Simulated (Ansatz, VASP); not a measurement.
**Re: VASP beside Ansatz**

```
CELL_PARAMETERS angstrom
1.54526 -4.90188 0.00000
1.54526 4.90188 0.00000
0.00000 0.00000 4.08957
ATOMIC_POSITIONS crystal
Re 0.09800 0.90200 0.91000
Re 0.59800 0.40200 0.59000
Re 0.90200 0.09800 0.09000
Re 0.40200 0.59800 0.41000
```

Alike in both runs: task relaxation of cell and atoms; functional PBE; k mesh 6 × 6 × 4; occupations gaussian, width 0.1 eV; no spin polarisation.

|  | VASP | Ansatz |
| --- | --- | --- |
| version | VASP 6.6.1 | Ansatz 0.2.0 |
| potentials or method | VASP PAW PBE potentials, release 64 (Re), cutoff 600 eV | scalar-relativistic, plane waves, PAW |
| valence electrons in the cell | 28 | 60 |

|  | VASP | Ansatz | Ansatz less VASP |
| --- | --- | --- | --- |
| gap on the k mesh at the Fermi level, each at its own relaxed structure (eV) | none | none | - |
| relaxed volume (Å³/atom) | 16.01 | 16.04 | +0.031 |
| relaxed length of the cell vector where the two differ most in proportion (Å) | 5.072 | 5.077 | +0.0047 |

A gap of «none» marks a metal or a gap that the smearing closes. VASP's potentials hold 28 valence electrons a cell and Ansatz's 60, so a difference there can come from the potentials and not from the codes.

The k mesh is coarse, so the values compare programs but aren't converged. Neither program's run includes spin-orbit coupling. Noted on VASP's run: too few bands were computed for a metal, which touches its energy and stress.
